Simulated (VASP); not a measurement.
# Au (Cmcm) in VASP: a series of runs

The runs below take Au through single point, relaxation of cell and atoms, with PBEsol.

Everything below comes from runs of VASP 6.6.1. Logs are shortened: lines on timing, memory, paths and dates and some standing lists are left out, and cuts for length are marked.

## (1) The cell of the first run

The structure is orthorhombic, space group Cmcm (No. 63). The conventional cell has a = 2.820 Å, b = 5.034 Å, c = 4.801 Å, α = 90.00°, β = 90.00°, γ = 90.00°. Within 3.7 Å of Au (site symmetry m2m) lie 12 Au at 2.82 to 2.92 Å.

## (2) Single point, PBEsol

The input, INCAR:

```
  PREC = Accurate
  ENCUT = 520
  EDIFF = 1E-6
  ISMEAR = 0
  SIGMA = 0.1
  LREAL = False
  LASPH = True
  NELM = 100
  ALGO = Normal
  ISIF = 2
  LWAVE = False
  LCHARG = False
  GGA = PS
  NBANDS = 18
```

The input, KPOINTS:

```
regular mesh
0
Gamma
  16 16 10
```

The input, POSCAR:

```
Au
1.0
    1.4100150304     -2.5170030999      0.0000000000
    1.4100150304      2.5170030999      0.0000000000
    0.0000000000      0.0000000000      4.8006775630
Au
2
Direct
    0.6638639482      0.3361360518      0.2500000000
    0.3361360518      0.6638639482      0.7500000000
```

Potentials or basis: VASP PAW PBE potentials, release 64 (Au).

The run is started by

```bash
$ cat potpaw_PBE.64/Au/POTCAR > POTCAR
$ mpirun -np 1 vasp_std > vasp.out
```

OUTCAR:

```text
PREC = Accurate
   ENCUT = 520
   EDIFF = 1E-6
   ISMEAR = 0
   LREAL = False
   LASPH = True
   NELM = 100
   ISIF = 2
   GGA = PS

 ion  position               nearest neighbor table
   1  0.664  0.336  0.250-   2 2.91   2 2.91   2 2.92   2 2.92   2 2.92   2 2.92
   2  0.336  0.664  0.750-   1 2.91   1 2.91   1 2.92   1 2.92   1 2.92   1 2.92

  LATTYP: Found a base centered orthorhombic cell.
 ALAT       =     2.8200300608
 B/A-ratio  =     1.7850895527
 C/A-ratio  =     1.7023497833

  Lattice vectors:

 A1 = (   1.4100150304,  -2.5170030999,   0.0000000000)
 A2 = (   1.4100150304,   2.5170030999,   0.0000000000)
 A3 = (   0.0000000000,   0.0000000000,   4.8006775630)

Analysis of symmetry for initial positions (statically):
=====================================================================
 Subroutine PRICEL returns:
 Original cell was already a primitive cell.

 Routine SETGRP: Setting up the symmetry group for a
 base centered orthorhombic supercell.

 Subroutine GETGRP returns: Found  8 space group operations
 (whereof  4 operations were pure point group operations)
 out of a pool of  8 trial point group operations.

The static configuration has the point symmetry C_2h.
 The point group associated with its full space group is D_2h.

Analysis of symmetry for dynamics (positions and initial velocities):
=====================================================================
 Subroutine PRICEL returns:
 Original cell was already a primitive cell.

 Routine SETGRP: Setting up the symmetry group for a
 base centered orthorhombic supercell.

 Subroutine GETGRP returns: Found  8 space group operations
 (whereof  4 operations were pure point group operations)
 out of a pool of  8 trial point group operations.

The dynamic configuration has the point symmetry C_2h.
 The point group associated with its full space group is D_2h.

 Subroutine INISYM returns: Found  8 space group operations
 (whereof  4 operations are pure point group operations),
 and found     1 'primitive' translations

----------------------------------------------------------------------------------------

                                     Primitive cell

  volume of cell :      34.0753

  direct lattice vectors                    reciprocal lattice vectors
     1.410015030 -2.517003100  0.000000000     0.354606149 -0.198648941  0.000000000
     1.410015030  2.517003100  0.000000000     0.354606149  0.198648941  0.000000000
     0.000000000  0.000000000  4.800677563     0.000000000  0.000000000  0.208303929

  length of vectors
     2.885038473  2.885038473  4.800677563     0.406456545  0.406456545  0.208303929

  position of ions in fractional coordinates (direct lattice)
     0.663863948  0.336136052  0.250000000
     0.336136052  0.663863948  0.750000000

  ion indices of the primitive-cell ions
   primitive index   ion index
                 1           1
                 2           2

----------------------------------------------------------------------------------------

 KPOINTS: regular mesh

Automatic generation of k-mesh.
 Grid dimensions read from file:
 generate k-points for:   16   16   10

 Generating k-lattice:

  Cartesian coordinates                     Fractional coordinates (reciprocal lattice)
     0.022162884 -0.012415559  0.000000000     0.062500000  0.000000000  0.000000000
     0.022162884  0.012415559  0.000000000     0.000000000  0.062500000  0.000000000
     0.000000000  0.000000000  0.020830393     0.000000000  0.000000000  0.100000000

  Length of vectors
     0.025403534  0.025403534  0.020830393

  Shift w.r.t. Gamma in fractional coordinates (k-lattice)
     0.000000000  0.000000000  0.000000000

 Subroutine IBZKPT returns following result:
 ===========================================

 Found    438 irreducible k-points:

 Following reciprocal coordinates:
            Coordinates               Weight
  0.000000  0.000000  0.000000      1.000000
  0.062500  0.000000  0.000000      4.000000
  0.125000  0.000000  0.000000      4.000000
  0.187500  0.000000  0.000000      4.000000
  0.250000  0.000000  0.000000      4.000000
  0.312500  0.000000  0.000000      4.000000
[... 16 lines left out ...]
 -0.125000  0.062500  0.000000      4.000000
 -0.062500  0.062500  0.000000      2.000000
 [... further k-points ...]
   k-points           NKPTS =    438   k-points in BZ     NKDIM =    438   number of bands    NBANDS=     18
   number of dos      NEDOS =    301   number of ions     NIONS =      2
   total plane-waves  NPLWV =  20736
   dimension x,y,z NGX =    24 NGY =   24 NGZ =   36
   dimension x,y,z NGXF=    48 NGYF=   48 NGZF=   72
   ions per type =               2
   NGX,Y,Z   is equivalent  to a cutoff of  13.83, 13.83, 12.47 a.u.
   NGXF,Y,Z  is equivalent  to a cutoff of  27.66, 27.66, 24.93 a.u.
 SYSTEM =  unknown system
   PREC   = accura    normal or accurate (medium, high low for compatibility)
   ISTART =      0    job   : 0-new  1-cont  2-samecut
[... 90 lines left out ...]
      2       2.2586      2.00000
      3       4.2704      2.00000
      4       4.8121      2.00000
      5       4.8908      2.00000
      6       5.0425      2.00000
[... 10 lines left out ...]
     17      25.7510      0.00000
     18      27.3868      0.00000

 k-point     4 :       0.1875    0.0000    0.0000
  band No.  band energies     occupation
      1       0.4307      2.00000
      2       2.6407      2.00000
      3       4.1449      2.00000
      4       4.6450      2.00000
      5       4.7078      2.00000
      6       5.1935      2.00000
[... 10 lines left out ...]
     17      25.7368      0.00000
     18      26.5486      0.00000

 k-point     5 :       0.2500    0.0000    0.0000
  band No.  band energies     occupation
      1       1.1312      2.00000
      2       2.8632      2.00000
      3       4.0445      2.00000
      4       4.2114      2.00000
      5       4.6007      2.00000
      6       5.0963      2.00000
[... 10 lines left out ...]
     17      25.9210      0.00000
     18      26.3074      0.00000

 k-point     6 :       0.3125    0.0000    0.0000
  band No.  band energies     occupation
      1       1.7919      2.00000
      2       2.7941      2.00000
      3       3.5545      2.00000
      4       4.4675      2.00000
      5       4.7616      2.00000
      6       4.9106      2.00000
[... 10 lines left out ...]
     17      23.4762      0.00000
     18      25.5015      0.00000

 k-point     7 :       0.3750    0.0000    0.0000
  band No.  band energies     occupation
      1       2.2121      2.00000
      2       2.6271      2.00000
      3       3.1966      2.00000
      4       4.7610      2.00000
      5       4.7773      2.00000
      6       5.0683      2.00000
[... 10 lines left out ...]
     17      22.4052      0.00000
     18      24.6786      0.00000

 k-point     8 :       0.4375    0.0000    0.0000
  band No.  band energies     occupation
      1       2.3760      2.00000
      2       2.4942      2.00000
      3       2.9793      2.00000
      4       4.6642      2.00000
      5       4.9700      2.00000
      6       5.1007      2.00000
[... 10 lines left out ...]
     17      21.5026      0.00000
     18      24.1400      0.00000
[... 229 lines left out ...]
     17      23.0250      0.00000
     18      24.9389      0.00000

 k-point    20 :      -0.3125    0.0625    0.0000
  band No.  band energies     occupation
      1       1.5469      2.00000
      2       2.9320      2.00000
      3       3.7944      2.00000
      4       4.1922      2.00000
      5       4.6462      2.00000
      6       4.9042      2.00000
[... 10 lines left out ...]
     17      24.8014      0.00000
     18      25.8586      0.00000

 k-point    21 :      -0.2500    0.0625    0.0000
  band No.  band energies     occupation
      1       0.8383      2.00000
      2       2.8556      2.00000
      3       4.0025      2.00000
      4       4.3316      2.00000
      5       4.6315      2.00000
      6       5.0661      2.00000
[... 10 lines left out ...]
     17      26.4797      0.00000
     18      26.5466      0.00000

 k-point    22 :      -0.1875    0.0625    0.0000
  band No.  band energies     occupation
      1       0.1904      2.00000
      2       2.5012      2.00000
      3       4.0786      2.00000
      4       4.7236      2.00000
      5       4.9411      2.00000
      6       4.9543      2.00000
[... 10 lines left out ...]
     17      26.4547      0.00000
     18      26.6658      0.00000

 k-point    23 :      -0.1250    0.0625    0.0000
  band No.  band energies     occupation
      1      -0.2811      2.00000
      2       2.1484      2.00000
      3       4.2062      2.00000
      4       4.6741      2.00000
      5       4.8517      2.00000
      6       5.1042      2.00000
[... 10 lines left out ...]
     17      26.7233      0.00000
     18      27.0806      0.00000

 k-point    24 :      -0.0625    0.0625    0.0000
  band No.  band energies     occupation
      1      -0.5234      2.00000
      2       1.9533      2.00000
      3       4.2921      2.00000
      4       4.5806      2.00000
      5       4.8484      2.00000
      6       4.9919      2.00000
[... 10 lines left out ...]
     17      27.0369      0.00000
     18      27.4613      0.00000

 [... further k-points ...]
[... 5 lines left out ...]
  --------------------------------------------------------------------------------------
  -------------------------------------------------------------------------------------
  Total       -0.0554335     -0.0591067     -0.0577620      0.0000000     -0.0000000      0.0000000
  in kB       -2.6064097     -2.7791176     -2.7158958      0.0000000     -0.0000000      0.0000000
  external PRESSURE =      -2.7004744 kB  Pullay stress =       0.0000000 kB

 VOLUME and BASIS-vectors are now :
 -----------------------------------------------------------------------------
  energy-cutoff  :      520.00
  volume of cell :       34.08
      direct lattice vectors                 reciprocal lattice vectors
     1.410015030 -2.517003100  0.000000000     0.354606149 -0.198648941  0.000000000
     1.410015030  2.517003100  0.000000000     0.354606149  0.198648941  0.000000000
     0.000000000  0.000000000  4.800677563     0.000000000  0.000000000  0.208303929

 POSITION                                       TOTAL-FORCE (eV/Angst)
 -----------------------------------------------------------------------------------
      1.41002     -0.82489      1.20017         0.000000      0.001467      0.000000
      1.41002      0.82489      3.60051         0.000000     -0.001467      0.000000
 -----------------------------------------------------------------------------------
    total drift:                                0.000000      0.000000      0.000000

  FREE ENERGIE OF THE ION-ELECTRON SYSTEM (eV)
  ---------------------------------------------------
  free  energy   TOTEN  =        -7.8299992331 eV

  energy  without entropy=       -7.8270250789  energy(sigma->0) =       -7.82851216
```

It took 1.8 min on 1 thread of Intel Xeon Platinum 8488C (Sapphire Rapids), shared host; peak memory 0.33 GiB.

Results:

* Free energy: -7.8300 eV
* Pressure: -0.3 GPa
* Band gap on the k mesh: zero (band 11 reaches 13.25 eV, above the bottom of band 12 at 6.69 eV)

Levels at points of the mesh, in eV from the Fermi level:
```
           k point  band 7  band 8  band 9  band 10  band 11  band 12  band 13  band 14  band 15  band 16
(0.00, 0.00, 0.00)   -4.04   -3.61   -3.43    -2.14    -2.13    -1.17     2.72    14.52    15.75    16.79
(0.50, 0.00, 0.00)   -3.65   -1.91   -1.81    -1.63     0.43     1.73     5.83     7.33     7.52    10.06
(0.50, 0.50, 0.00)   -3.83   -1.88   -1.86    -1.67     0.31     1.37     5.63     7.12     7.25    10.87
(0.00, 0.00, 0.50)   -4.40   -4.40   -2.66    -2.66    -2.54    -2.54    10.67    10.67    14.87    14.87
(0.50, 0.00, 0.50)   -2.42   -2.42   -1.69    -1.69     0.55     0.55     4.11     4.11    13.33    13.33
(0.50, 0.50, 0.50)   -2.34   -2.34   -1.75    -1.75     0.24     0.24     3.78     3.78    12.99    12.99
```

Caveat: the PAW data sets were made with another functional, which shifts forces and pressure a little; spin-orbit coupling is left out, which moves the levels of the heavy elements.

## (3) Relaxation of cell and atoms, PBEsol

This run uses another cell than the first one, of 17.65 Å³/atom, 1.036 times its volume.

The input, INCAR:

```
SYSTEM = Au
ALGO = Normal
EDIFF = 1E-6
EDIFFG = -0.005
ENCUT = 600
GGA = PS
IBRION = 2
ISIF = 3
ISMEAR = 0
LASPH = .TRUE.
LCHARG = .FALSE.
LREAL = .FALSE.
LWAVE = .FALSE.
NELM = 100
NSW = 100
PREC = Accurate
SIGMA = 0.1
```

The input, KPOINTS:

```
k-points
0
G
  16 16 10
  0 0 0
```

The input, POSCAR:

```
Au
1.0
    1.4113099650     -2.5559330250      0.0000000000
    1.4113099650      2.5559330250      0.0000000000
    0.0000000000      0.0000000000      4.8931696100
Au
2
Direct
    0.6653279700      0.3346720300      0.2500000000
    0.3346720300      0.6653279700      0.7500000000
```

Potentials or basis: VASP PAW PBE potentials, release 64 (Au).

The run is started by

```bash
$ cat potpaw_PBE.64/Au/POTCAR > POTCAR
$ mpirun -np 1 vasp_std > vasp.out
```

It took 23 min on 1 thread of Intel Xeon Platinum 8488C (Sapphire Rapids), shared host; peak memory 0.4 GiB.

The run converged. Its results:

| Property | Result |
| --- | --- |
| Free energy | -7.8300 eV |
| Relaxed volume | 17.02 Å³/atom |
| Relaxed cell | a = 2.884 Å, b = 2.884 Å, c = 4.799 Å, α = 90.00°, β = 90.00°, γ = 121.48° |
| Space group after relaxing (to 0.05 Å) | Cmcm (No. 63) |
| Energy gained by relaxing | 12.1 meV/atom |
| Ionic steps | 30 |
| Pressure after relaxing | 0.0 GPa |
| Band gap on the k mesh | zero (band 11 reaches 13.27 eV, above the bottom of band 12 at 6.70 eV) |

Step by step:
```
step  energy change (eV)  largest force (eV/Å)  pressure (GPa)  volume (Å³)
   1              0.0000                0.0081           -5.42        35.30
   2              0.0298                0.0239           10.47        32.34
   3             -0.0223                0.0157            0.06        34.07
   4             -0.0223                0.0158            0.15        34.05
   5             -0.0240                0.0118            0.11        34.03
   6             -0.0242                0.0094            0.10        34.03
   7             -0.0242                0.0091            0.10        34.03
   8             -0.0242                0.0083           -0.15        34.07
   9             -0.0242                0.0089           -0.05        34.05
  10             -0.0242                0.0091           -0.02        34.05
  11             -0.0242                0.0084           -0.01        34.05
  12             -0.0242                0.0078           -0.02        34.05
  13             -0.0242                0.0082           -0.01        34.05
  14             -0.0242                0.0064            0.03        34.04
  15             -0.0242                0.0056            0.04        34.04
  16             -0.0242                0.0044            0.02        34.04
  17             -0.0242                0.0043           -0.03        34.05
  18             -0.0242                0.0019           -0.15        34.07
  19             -0.0242                0.0024           -0.07        34.06
  20             -0.0242                0.0048           -0.08        34.05
  21             -0.0242                0.0016           -0.05        34.05
  22             -0.0242                0.0017           -0.05        34.05
  23             -0.0242                0.0026           -0.04        34.05
  24             -0.0243                0.0021           -0.03        34.05
  25             -0.0243                0.0008           -0.02        34.05
  26             -0.0243                0.0006            0.01        34.04
  27             -0.0243                0.0000            0.04        34.03
  28             -0.0243                0.0004            0.06        34.03
  29             -0.0243                0.0007            0.04        34.04
  30             -0.0243                0.0011           -0.01        34.05
```

Final structure:
```cif
data_structure
_symmetry_space_group_name_H-M 'P 1'
_symmetry_Int_Tables_number 1
_cell_length_a 2.8843
_cell_length_b 2.8843
_cell_length_c 4.7992
_cell_angle_alpha 90.000
_cell_angle_beta 90.000
_cell_angle_gamma 121.481
_cell_volume 34.05
loop_
_atom_site_label
_atom_site_type_symbol
_atom_site_fract_x
_atom_site_fract_y
_atom_site_fract_z
_atom_site_occupancy
Au1 Au 0.66380 0.33620 0.25000 1
Au2 Au 0.33620 0.66380 0.75000 1
```

Levels at points of the mesh, in eV from the Fermi level:
| k point | band 7 | band 8 | band 9 | band 10 | band 11 | band 12 | band 13 | band 14 | band 15 |
| --- | --- | --- | --- | --- | --- | --- | --- | --- | --- |
| (0.00, 0.00, 0.00) | -4.05 | -3.61 | -3.44 | -2.15 | -2.13 | -1.17 | 2.73 | 14.52 | 15.75 |
| (0.50, 0.00, 0.00) | -3.65 | -1.91 | -1.81 | -1.63 | 0.43 | 1.73 | 5.83 | 7.33 | 7.53 |
| (0.50, 0.50, 0.00) | -3.83 | -1.88 | -1.86 | -1.67 | 0.31 | 1.37 | 5.64 | 7.12 | 7.26 |
| (0.00, 0.00, 0.50) | -4.40 | -4.40 | -2.66 | -2.66 | -2.54 | -2.54 | 10.67 | 10.67 | 14.87 |
| (0.50, 0.00, 0.50) | -2.42 | -2.42 | -1.69 | -1.69 | 0.55 | 0.55 | 4.11 | 4.11 | 13.33 |
| (0.50, 0.50, 0.50) | -2.34 | -2.34 | -1.76 | -1.76 | 0.23 | 0.23 | 3.78 | 3.78 | 12.99 |

Caveat: the PAW data sets were made with another functional, which shifts forces and pressure a little; spin-orbit coupling is left out, which moves the levels of the heavy elements.

## (4) Single point, PBEsol

This run uses another cell than the first one, of the same volume but with other edges.

The input, INCAR:

```
PREC = Accurate ; ENCUT = 520
EDIFF = 1E-6 ; ISMEAR = 0
SIGMA = 0.1 ; LREAL = False
LASPH = True ; NELM = 80
ALGO = Fast ; ISIF = 2
LWAVE = False ; LCHARG = False
GGA = PS ; NBANDS = 18
```

The input, KPOINTS:

```
regular mesh
0
Gamma
  14 14 7
```

The input, POSCAR:

```
Au
1.0
    2.8200300622      0.0000000000      0.0000000000
   -1.4100150311      2.5170030989      0.0000000000
    0.0000000000      0.0000000000      4.8006775662
Au
2
Direct
    0.6638639510      0.3277279020      0.2500000000
    0.3361360490      0.6722720980      0.7500000000
```

The run is started by

```bash
$ cat potpaw_PBE.64/Au/POTCAR > POTCAR
$ mpirun -np 1 vasp_std > vasp.out
```

Wall time 52 s (1 thread of Intel Xeon Platinum 8488C (Sapphire Rapids), shared host); peak memory 0.24 GiB.

Results (log left out):

| Item | Value |
| --- | --- |
| Free energy | -7.8198 eV |
| Pressure | -0.1 GPa |
| Band gap on the k mesh | zero (band 11 reaches 12.68 eV, above the bottom of band 12 at 6.82 eV) |

Stress tensor (GPa, compression positive):
```
-0.58  0.00  0.00
 0.00  0.37  0.00
 0.00  0.00 -0.23
```

Levels at points of the mesh, in eV from the Fermi level:
```csv
k point,band 9,band 10,band 11,band 12,band 13,band 14
"(0.00, 0.00, 0.00)",-3.46,-2.17,-2.14,-1.19,2.70,14.50
"(0.50, 0.00, 0.00)",-1.83,-1.66,0.41,1.71,5.81,7.31
"(0.00, 0.50, 0.00)",-1.89,-1.69,0.29,1.35,5.61,7.10
```

Caveat: the PAW data sets were made with another functional, which shifts forces and pressure a little; spin-orbit coupling is left out, which moves the levels of the heavy elements.

## (5) Overview

```csv
task,cell,k mesh,cutoff (eV),gap on the mesh (eV),pressure (GPa)
single point,"a = 2.885, b = 2.885, c = 4.801 Å, angles 90.0, 90.0, 121.5°, 2 atoms",16 × 16 × 10,520,none,-0.3
relaxation of cell and atoms,"relaxed from a = 2.920, b = 2.920, c = 4.893 Å, angles 90.0, 90.0, 122.2°, 2 atoms",16 × 16 × 10,600,none,0.0
single point,"a = 2.820, b = 2.885, c = 4.801 Å, angles 90.0, 90.0, 119.3°, 2 atoms",14 × 14 × 7,520,none,-0.1
```

Alike in all rows: level PBEsol; potentials or basis VASP PAW PBE potentials, release 64 (Au); no spin polarisation; smearing gaussian 0.1 eV.

Caveats: the PAW data sets were made with another functional, which shifts forces and pressure a little; spin-orbit coupling is left out, which moves the levels of the heavy elements.

Absolute energies hang on the potentials; compare differences alone.
